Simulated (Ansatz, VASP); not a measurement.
# HgTe: VASP beside Ansatz

INCAR

```
SYSTEM = HgTe
PREC = Accurate ; ENCUT = 520
EDIFF = 1E-8 ; ISMEAR = -1
SIGMA = 0.08 ; LREAL = .False.
LASPH = .True. ; NELM = 60
ALGO = Normal ; ISIF = 2
LWAVE = .False. ; LCHARG = .False.
GGA = PS ; LEFG = .True.
NBANDS = 16
```

The input KPOINTS:

```
regular mesh
0
Gamma
  12 12 12
  0 0 0
```

File POSCAR:

```
HgTe
1.0
    0.0000000000      2.9215000000      2.9215000000
    2.9215000000      0.0000000000      2.9215000000
    2.9215000000      2.9215000000      0.0000000000
Hg Te
1 1
Direct
    0.0000000000      0.0000000000      0.0000000000
    0.5000000000      0.5000000000      0.5000000000
```

Input for Ansatz:

```yaml
crystal:
  lattice:
    - [0.0, 2.9215, 2.9215]
    - [2.9215, 0.0, 2.9215]
    - [2.9215, 2.9215, 0.0]
  atoms:
    - { symbol: Hg, position: [0.0, 0.0, 0.0] }
    - { symbol: Te, position: [0.5, 0.5, 0.5] }
kpoints:
  mp_grid: { grid: [12, 12, 12] }
  band_path:
    path:
      - [0.0, 0.0, 0.0]
      - [0.5, 0.0, 0.5]
      - [0.625, 0.25, 0.625]
      - [0.375, 0.375, 0.75]
      - [0.0, 0.0, 0.0]
      - [0.5, 0.5, 0.5]
      - [0.5, 0.25, 0.75]
      - [0.5, 0.0, 0.5]
    npoints: 14
scf:
  occupations: { method: fermi_dirac, width: 0.08 }
hamiltonian:
  xc: pbesol
  pseudopotentials: { kind: paw }
output:
  forces: true
  stress: true
  eigenvalues: true
  efg: { contact_densities: true }
  populations: true
  bader: true
  dos: { projected: true, de: 0.2, e_range: [-14, 8] }
  write_density: true
  write_potential: true
  elf: true
  volumetric_format: npy
```

Alike in both runs: task electric field gradients; functional PBEsol; k mesh 12 × 12 × 12; occupations fermi-dirac, width 0.08 eV; no spin polarisation.

|  | VASP | Ansatz |
| --- | --- | --- |
| version | VASP 6.6.1 | Ansatz 0.2.0 |
| potentials or method | VASP PAW PBE potentials, release 64 (Hg, Te) | PAW with Ansatz's default frozen-core files, scalar-relativistic |
| plane-wave cutoff (eV) | 520 | 420 |
| valence electrons in the cell | 18 | 36 |

```tsv
	VASP	Ansatz	Ansatz less VASP
pressure (GPa)	6.4	6.1	-0.31
```

VASP's potentials were made for PBE, not for PBEsol. With one functional, cell and mesh, what is left measures potentials, basis and numerics. VASP's potentials hold 18 valence electrons a cell and Ansatz's 36, so a difference there can come from the potentials and not from the codes.

Spin-orbit coupling is off throughout.
